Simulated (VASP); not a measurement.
# Al7Ir (Fm-3m) in VASP: further runs

Runs on Al7Ir. Level: PBE. Tasks: single point, relaxation of cell and atoms.

Everything below comes from runs of VASP 6.6.1. Logs are shortened: lines on timing, memory, paths and dates and some standing lists are left out, and cuts for length are marked.

### Step 1. The cell of the first run

Symmetry: Fm-3m, No. 225, cubic system. Conventional cell: a = 7.890 Å, b = 7.890 Å, c = 7.890 Å, α = 90.00°, β = 90.00°, γ = 90.00°. Within 3.7 Å of Al (site symmetry m-3m) lie 12 Al at 2.79 Å. Within 3.7 Å of Al (site symmetry mmm) lie 10 Al at 2.79 Å and 2 Ir at 2.79 Å. Ir (site symmetry m-3m) has 12 Al at 2.79 Å within 3.7 Å.

### Step 2. Single point, PBE

File INCAR:

```
  PREC = Accurate
  ENCUT = 520
  EDIFF = 1E-7
  ISMEAR = 0
  SIGMA = 0.1
  LREAL = F
  LASPH = T
  NELM = 60
  ALGO = Fast
  ISIF = 2
  LWAVE = F
  LCHARG = T
  GGA = PE
  LELF = T
  LVHAR = T
  NBANDS = 25
```

File KPOINTS:

```
Automatic mesh
0
Gamma
  4 4 4
```

File POSCAR:

```
Al7Ir
1.0
    0.0000000000      3.9449188202      3.9449188202
    3.9449188202      0.0000000000      3.9449188202
    3.9449188202      3.9449188202      0.0000000000
Al Ir
7 1
Direct
    0.5000000000      0.5000000000      0.5000000000
    0.5000000000      0.0000000000      0.0000000000
    0.5000000000      0.0000000000      0.5000000000
    0.0000000000      0.5000000000      0.5000000000
    0.0000000000      0.5000000000      0.0000000000
    0.5000000000      0.5000000000      0.0000000000
    0.0000000000      0.0000000000      0.5000000000
    0.0000000000      0.0000000000      0.0000000000
```

Potentials or basis: VASP PAW PBE potentials, release 64 (Al, Ir).

Started as:

```console
> cat potpaw_PBE.64/Al/POTCAR potpaw_PBE.64/Ir/POTCAR > POTCAR
> mpirun -np 1 vasp_std > vasp.out
```

OUTCAR:

```text
PREC = Accurate
   ENCUT = 520
   EDIFF = 1E-7
   ISMEAR = 0
   LREAL = F
   LASPH = T
   NELM = 60
   ISIF = 2
   GGA = PE

 ion  position               nearest neighbor table
   1  0.500  0.500  0.500-   3 2.79   4 2.79   6 2.79   2 2.79   5 2.79   6 2.79   2 2.79   3 2.79
                             7 2.79   4 2.79   5 2.79   7 2.79
   2  0.500  0.000  0.000-   3 2.79   6 2.79   8 2.79   1 2.79   3 2.79   7 2.79   1 2.79   5 2.79
                             6 2.79   5 2.79   7 2.79   8 2.79
   3  0.500  0.000  0.500-   1 2.79   2 2.79   7 2.79   2 2.79   6 2.79   8 2.79   1 2.79   4 2.79
                             6 2.79   4 2.79   7 2.79   8 2.79
   4  0.000  0.500  0.500-   1 2.79   5 2.79   7 2.79   5 2.79   6 2.79   8 2.79   3 2.79   7 2.79
                             8 2.79   1 2.79   3 2.79   6 2.79
   5  0.000  0.500  0.000-   4 2.79   6 2.79   8 2.79   1 2.79   4 2.79   7 2.79   2 2.79   7 2.79
                             8 2.79   1 2.79   2 2.79   6 2.79
   6  0.500  0.500  0.000-   1 2.79   2 2.79   5 2.79   1 2.79   3 2.79   4 2.79   2 2.79   3 2.79
                             8 2.79   4 2.79   5 2.79   8 2.79
   7  0.000  0.000  0.500-   3 2.79   4 2.79   8 2.79   2 2.79   5 2.79   8 2.79   1 2.79   4 2.79
                             5 2.79   1 2.79   2 2.79   3 2.79
   8  0.000  0.000  0.000-   2 2.79   5 2.79   7 2.79   3 2.79   4 2.79   7 2.79   4 2.79   5 2.79
                             6 2.79   2 2.79   3 2.79   6 2.79

  LATTYP: Found a face centered cubic cell.
 ALAT       =     7.8898376404

  Lattice vectors:

 A1 = (   0.0000000000,   3.9449188202,   3.9449188202)
 A2 = (   3.9449188202,   0.0000000000,   3.9449188202)
 A3 = (   3.9449188202,   3.9449188202,   0.0000000000)

Analysis of symmetry for initial positions (statically):
=====================================================================
 Subroutine PRICEL returns:
 Original cell was already a primitive cell.

 Routine SETGRP: Setting up the symmetry group for a
 face centered cubic supercell.

 Subroutine GETGRP returns: Found 48 space group operations
 (whereof 48 operations were pure point group operations)
 out of a pool of 48 trial point group operations.

The static configuration has the point symmetry O_h .

Analysis of symmetry for dynamics (positions and initial velocities):
=====================================================================
 Subroutine PRICEL returns:
 Original cell was already a primitive cell.

 Routine SETGRP: Setting up the symmetry group for a
 face centered cubic supercell.

 Subroutine GETGRP returns: Found 48 space group operations
 (whereof 48 operations were pure point group operations)
 out of a pool of 48 trial point group operations.

The dynamic configuration has the point symmetry O_h .

 Subroutine INISYM returns: Found 48 space group operations
 (whereof 48 operations are pure point group operations),
 and found     1 'primitive' translations

----------------------------------------------------------------------------------------

                                     Primitive cell

  volume of cell :     122.7847

  direct lattice vectors                    reciprocal lattice vectors
     0.000000000  3.944918820  3.944918820    -0.126745320  0.126745320  0.126745320
     3.944918820  0.000000000  3.944918820     0.126745320 -0.126745320  0.126745320
     3.944918820  3.944918820  0.000000000     0.126745320  0.126745320 -0.126745320

  length of vectors
     5.578957698  5.578957698  5.578957698     0.219529335  0.219529335  0.219529335

  position of ions in fractional coordinates (direct lattice)
     0.500000000  0.500000000  0.500000000
     0.500000000  0.000000000  0.000000000
     0.500000000  0.000000000  0.500000000
     0.000000000  0.500000000  0.500000000
     0.000000000  0.500000000  0.000000000
     0.500000000  0.500000000  0.000000000
     0.000000000  0.000000000  0.500000000
     0.000000000  0.000000000  0.000000000

  ion indices of the primitive-cell ions
   primitive index   ion index
                 1           1
                 2           2
                 3           3
                 4           4
                 5           5
                 6           6
                 7           7
                 8           8

----------------------------------------------------------------------------------------

 KPOINTS: Automatic mesh

Automatic generation of k-mesh.
 Grid dimensions read from file:
 generate k-points for:    4    4    4

 Generating k-lattice:

  Cartesian coordinates                     Fractional coordinates (reciprocal lattice)
    -0.031686330  0.031686330  0.031686330     0.250000000  0.000000000  0.000000000
     0.031686330 -0.031686330  0.031686330     0.000000000  0.250000000  0.000000000
     0.031686330  0.031686330 -0.031686330     0.000000000  0.000000000  0.250000000

  Length of vectors
     0.054882334  0.054882334  0.054882334

  Shift w.r.t. Gamma in fractional coordinates (k-lattice)
     0.000000000  0.000000000  0.000000000

 Subroutine IBZKPT returns following result:
 ===========================================

 Found      8 irreducible k-points:

 Following reciprocal coordinates:
            Coordinates               Weight
  0.000000  0.000000  0.000000      1.000000
  0.250000  0.000000  0.000000      8.000000
  0.500000  0.000000  0.000000      4.000000
  0.250000  0.250000  0.000000      6.000000
  0.500000  0.250000  0.000000     24.000000
 -0.250000  0.250000  0.000000     12.000000
  0.500000  0.500000  0.000000      3.000000
 -0.250000  0.500000  0.250000      6.000000
   k-points           NKPTS =      8   k-points in BZ     NKDIM =      8   number of bands    NBANDS=     25
   number of dos      NEDOS =    301   number of ions     NIONS =      8
   total plane-waves  NPLWV =  74088
   dimension x,y,z NGX =    42 NGY =   42 NGZ =   42
   dimension x,y,z NGXF=    84 NGYF=   84 NGZF=   84
   ions per type =               7   1
   NGX,Y,Z   is equivalent  to a cutoff of  12.52, 12.52, 12.52 a.u.
   NGXF,Y,Z  is equivalent  to a cutoff of  25.03, 25.03, 25.03 a.u.
 SYSTEM =  unknown system
   PREC   = accura    normal or accurate (medium, high low for compatibility)
   ISTART =      0    job   : 0-new  1-cont  2-samecut
   ICHARG =      2    charge: 1-file 2-atom 10-const
   ISPIN  =      1    spin polarized calculation?
   LNONCOLLINEAR =      F non collinear calculations
   LSORBIT =      F    spin-orbit coupling
   LASPH  =      T    aspherical Exc in radial PAW
   ENCUT  =  520.0 eV  38.22 Ry    6.18 a.u.  10.37 10.37 10.37*2*pi/ulx,y,z
   NELM   =     60;   NELMIN=  2; NELMDL= -5     # of ELM steps
   EDIFF  = 0.1E-06   stopping-criterion for ELM
   LREAL  =      F    real-space projection
   EDIFFG = 0.1E-05   stopping-criterion for IOM
   NSW    =      0    number of steps for IOM
   IBRION =     -1    ionic relax: 0-MD 1-quasi-New 2-CG
   NFREE  =      0    steps in history (QN), initial steepest desc. (CG)
   ISIF   =      2    stress and relaxation
   ISYM   =      2    0-nonsym 1-usesym 2-fastsym
   POTIM  = 0.5000    time-step for ionic-motion
   TEBEG  =    0.0;   TEEND  =   0.0 temperature during run
   PSTRESS=    0.0 pullay stress
   NELECT =      30.0000    total number of electrons
   NUPDOWN=      -1.0000    fix difference up-down
   EMIN   =  10.00;   EMAX   =-10.00  energy-range for DOS
   EFERMI =   0.00;   METHOD = LEGACY
   ISMEAR =     0;   SIGMA  =   0.10  broadening in eV -4-tet -1-fermi 0-gaus
   EFERMI_NEDOS =   21; number of points for ismear=-14 and -15
   IALGO  =     68    algorithm
   IMIX   =      4    mixing-type and parameters
     AMIX     =   0.40;   BMIX     =  1.00
     AMIX_MAG =   1.60;   BMIX_MAG =  1.00
  volume/ion in A,a.u.               =      15.35       103.57
  Fermi-wavevector in a.u.,A,eV,Ry     =   1.023451  1.934043 14.251457  1.047453
  Thomas-Fermi vector in A             =   2.157185
   LORBIT       =      0    0 simple, 1 ext, 2 COOP (PROOUT), +10 PAW based schemes
   GGA     = PE    functional components
   LHFCALC =     F    Hartree Fock is set to
   AEXX    =    0.0000 exact exchange contribution
   IVDW    =     0    specifies the selected vdW correction
   LEPSILON=     F    determine dielectric tensor
   LRPA    =     F    only Hartree local field effects (RPA)
 non-spin polarized calculation
 RMM-DIIS sequential band-by-band and
 Gauss-broadening in eV      SIGMA  =   0.10
  energy-cutoff  :      520.00
  volume of cell :      122.78
 maximum number of plane-waves:      3329
 NGX is ok and might be reduce to    42
   NGX = 21   NGY = 21   NGZ = 21

 number of electron      30.0000000 magnetization

 Free energy of the ion-electron system (eV)
  ---------------------------------------------------
  ext. energy  EPLUGINS =         0.00000000
  ---------------------------------------------------
  free energy    TOTEN  =       -36.62502479 eV

  energy without entropy =      -36.59289516  energy(sigma->0) =      -36.60895997

 E-fermi :   8.7757     XC(G=0): -10.8313

 val. band max:        8.7335857102   @ k =   0.5000   0.0000   0.0000
 cond. band min:       8.7880889682   @ k =   0.5000   0.2500   0.0000
 fundamental gap:      0.0545032580
 Fermi energy:         8.7757130317

 k-point     1 :       0.0000    0.0000    0.0000
  band No.  band energies     occupation
      1      -2.6946      2.00000
      2       3.2753      2.00000
      3       3.2753      2.00000
      4       3.2753      2.00000
      5       3.8321      2.00000
      6       4.3709      2.00000
[... 17 lines left out ...]
     24      15.7660      0.00000
     25      15.7804      0.00000

 k-point     2 :       0.2500    0.0000    0.0000
  band No.  band energies     occupation
      1      -2.2337      2.00000
      2       1.2117      2.00000
      3       3.1007      2.00000
      4       3.1007      2.00000
      5       3.4244      2.00000
      6       4.1682      2.00000
[... 17 lines left out ...]
     24      15.0393      0.00000
     25      15.9623      0.00000

 k-point     3 :       0.5000    0.0000    0.0000
  band No.  band energies     occupation
      1      -0.9182      2.00000
      2      -0.8518      2.00000
      3       2.9403      2.00000
      4       2.9403      2.00000
      5       3.5320      2.00000
      6       3.5430      2.00000
[... 17 lines left out ...]
     24      14.2027      0.00000
     25      14.2834      0.00000

 k-point     4 :       0.2500    0.2500    0.0000
  band No.  band energies     occupation
      1      -2.0808      2.00000
      2       1.9422      2.00000
      3       2.2241      2.00000
      4       2.5439      2.00000
      5       2.5439      2.00000
      6       3.2333      2.00000
[... 17 lines left out ...]
     24      13.5463      0.00000
     25      15.4291      0.00000

 k-point     5 :       0.5000    0.2500    0.0000
  band No.  band energies     occupation
      1      -1.0326      2.00000
      2       0.1188      2.00000
      3       1.2340      2.00000
      4       2.2954      2.00000
      5       2.4544      2.00000
      6       4.2533      2.00000
[... 17 lines left out ...]
     24      13.4574      0.00000
     25      13.8512      0.00000

 k-point     6 :      -0.2500    0.2500    0.0000
  band No.  band energies     occupation
      1      -1.4780      2.00000
      2       0.7176      2.00000
      3       0.9386      2.00000
      4       2.9403      2.00000
      5       3.0391      2.00000
      6       4.0759      2.00000
[... 17 lines left out ...]
     24      13.6219      0.00000
     25      14.2269      0.00000

 k-point     7 :       0.5000    0.5000    0.0000
  band No.  band energies     occupation
      1      -0.3101      2.00000
      2      -0.2961      2.00000
      3       1.4010      2.00000
      4       2.1657      2.00000
      5       2.1657      2.00000
      6       2.2784      2.00000
[... 17 lines left out ...]
     24      12.3571      0.00000
     25      12.7259      0.00000

 k-point     8 :      -0.2500    0.5000    0.2500
  band No.  band energies     occupation
      1       0.1293      2.00000
      2       0.2055      2.00000
      3       0.2055      2.00000
      4       0.6163      2.00000
      5       4.0239      2.00000
      6       4.0239      2.00000
[... 17 lines left out ...]
     24      13.5984      0.00000
     25      14.3802      0.00000

------------------------ aborting loop because EDIFF is reached ----------------------------------------

  FORCE on cell =-STRESS in cart. coord.  units (eV):
  Direction    XX          YY          ZZ          XY          YZ          ZX
  --------------------------------------------------------------------------------------
  -------------------------------------------------------------------------------------
  Total       -0.0677775     -0.0677775     -0.0677775     -0.0000000     -0.0000000     -0.0000000
  in kB       -0.8844064     -0.8844064     -0.8844064     -0.0000000     -0.0000000     -0.0000000
  external PRESSURE =      -0.8844064 kB  Pullay stress =       0.0000000 kB

 VOLUME and BASIS-vectors are now :
 -----------------------------------------------------------------------------
  energy-cutoff  :      520.00
  volume of cell :      122.78
      direct lattice vectors                 reciprocal lattice vectors
     0.000000000  3.944918820  3.944918820    -0.126745320  0.126745320  0.126745320
     3.944918820  0.000000000  3.944918820     0.126745320 -0.126745320  0.126745320
     3.944918820  3.944918820  0.000000000     0.126745320  0.126745320 -0.126745320

 POSITION                                       TOTAL-FORCE (eV/Angst)
 -----------------------------------------------------------------------------------
      3.94492      3.94492      3.94492         0.000000     -0.000000     -0.000000
      0.00000      1.97246      1.97246        -0.000000     -0.000000     -0.000000
      1.97246      3.94492      1.97246         0.000000      0.000000     -0.000000
      3.94492      1.97246      1.97246        -0.000000     -0.000000     -0.000000
      1.97246      0.00000      1.97246         0.000000     -0.000000     -0.000000
      1.97246      1.97246      3.94492         0.000000     -0.000000     -0.000000
      1.97246      1.97246      0.00000         0.000000     -0.000000      0.000000
      0.00000      0.00000      0.00000         0.000000     -0.000000     -0.000000
 -----------------------------------------------------------------------------------
    total drift:                               -0.000000      0.000000      0.000000

  FREE ENERGIE OF THE ION-ELECTRON SYSTEM (eV)
  ---------------------------------------------------
  free  energy   TOTEN  =       -36.6250247892 eV

  energy  without entropy=      -36.5928951572  energy(sigma->0) =      -36.60895997
```

Run time: 36 s. Hardware: 1 thread of Intel Xeon Platinum 8488C (Sapphire Rapids), shared host; peak memory 0.25 GiB.

What came out:

```yaml
Free_energy: -36.6250 eV
Pressure: -0.1 GPa
Band_gap_on_the_k_mesh: zero (band 15 reaches 9.80 eV, above the bottom of band 16 at 7.94 eV)
```

Levels at points of the mesh, in eV from the Fermi level:
| k point | band 13 | band 14 | band 15 | band 16 | band 17 | band 18 |
| --- | --- | --- | --- | --- | --- | --- |
| (0.00, 0.00, 0.00) | -2.48 | -2.48 | -0.84 | -0.84 | -0.84 | -0.76 |
| (0.50, 0.00, 0.00) | -1.65 | -0.42 | -0.42 | -0.25 | -0.04 | 2.09 |
| (0.50, 0.50, 0.00) | -0.15 | -0.13 | -0.13 | 0.24 | 1.19 | 1.49 |

Caveat: spin-orbit coupling is left out, which moves the levels of the heavy elements.

### Step 3. Relaxation of cell and atoms, PBE

This run uses another cell than the first one, of 14.54 Å³/atom, 0.947 times its volume.

File INCAR:

```
SYSTEM = Al7Ir
PREC = Accurate
ENCUT = 600
EDIFF = 1E-7
ISMEAR = 0
SIGMA = 0.1
LREAL = .FALSE.
LASPH = .TRUE.
NELM = 60
ALGO = Fast
ISIF = 3
LWAVE = .FALSE.
LCHARG = .FALSE.
GGA = PE
IBRION = 2
NSW = 90
EDIFFG = -0.04
```

File KPOINTS:

```
regular mesh
0
G
  4 4 4
  0 0 0
```

Changes to POSCAR since step 2:

```diff
@@ -2,5 +2,5 @@
 1.0
-    0.0000000000      3.9449188202      3.9449188202
-    3.9449188202      0.0000000000      3.9449188202
-    3.9449188202      3.9449188202      0.0000000000
+    0.0000000000      3.8745197400      3.8745197400
+    3.8745197400      0.0000000000      3.8745197400
+    3.8745197400      3.8745197400      0.0000000000
 Al Ir
```

Potentials or basis: VASP PAW PBE potentials, release 64 (Al, Ir).

Started as:

```console
> cat potpaw_PBE.64/Al/POTCAR potpaw_PBE.64/Ir/POTCAR > POTCAR
> mpirun -np 1 vasp_std > vasp.out
```

Wall time 90 s (1 thread of Intel Xeon Platinum 8488C (Sapphire Rapids), shared host); peak memory 0.33 GiB.

The run converged. Its results:

* Free energy: -36.6254 eV
* Relaxed volume: 15.34 Å³/atom
* Relaxed cell: a = 5.578 Å, b = 5.578 Å, c = 5.578 Å, α = 60.00°, β = 60.00°, γ = 60.00°
* Space group after relaxing (to 0.05 Å): Fm-3m (No. 225)
* Energy gained by relaxing: 16.5 meV/atom
* Ionic steps: 3
* Pressure after relaxing: 0.0 GPa
* Band gap on the k mesh: zero (band 15 reaches 9.81 eV, above the bottom of band 16 at 7.95 eV)

The path:
| step | energy change (eV) | largest force (eV/Å) | pressure (GPa) | volume (Å³) |
| --- | --- | --- | --- | --- |
| 1 | 0.0000 | 0.0000 | 7.01 | 116.33 |
| 2 | -0.0720 | 0.0000 | -4.00 | 127.37 |
| 3 | -0.1323 | 0.0000 | 0.03 | 122.71 |

Final structure:
```
Al Ir
1.0
     0.00000    3.94408    3.94408
     3.94408    0.00000    3.94408
     3.94408    3.94408    0.00000
Al Ir
7 1
Direct
  0.50000 0.50000 0.50000
  0.50000 0.00000 0.00000
  0.50000 0.00000 0.50000
  0.00000 0.50000 0.50000
  0.00000 0.50000 0.00000
  0.50000 0.50000 0.00000
  0.00000 0.00000 0.50000
  0.00000 0.00000 0.00000
```

Levels at points of the mesh, in eV from the Fermi level:
```tsv
k point	band 11	band 12	band 13	band 14	band 15	band 16	band 17	band 18	band 19	band 20
(0.00, 0.00, 0.00)	-3.65	-2.49	-2.49	-2.49	-0.84	-0.84	-0.84	-0.76	1.44	1.44
(0.50, 0.00, 0.00)	-1.87	-1.65	-1.65	-0.42	-0.42	-0.25	-0.04	2.09	2.09	3.70
(0.50, 0.50, 0.00)	-1.90	-0.15	-0.15	-0.13	-0.13	0.24	1.19	1.50	2.85	3.03
```

Caveat: spin-orbit coupling is left out, which moves the levels of the heavy elements.
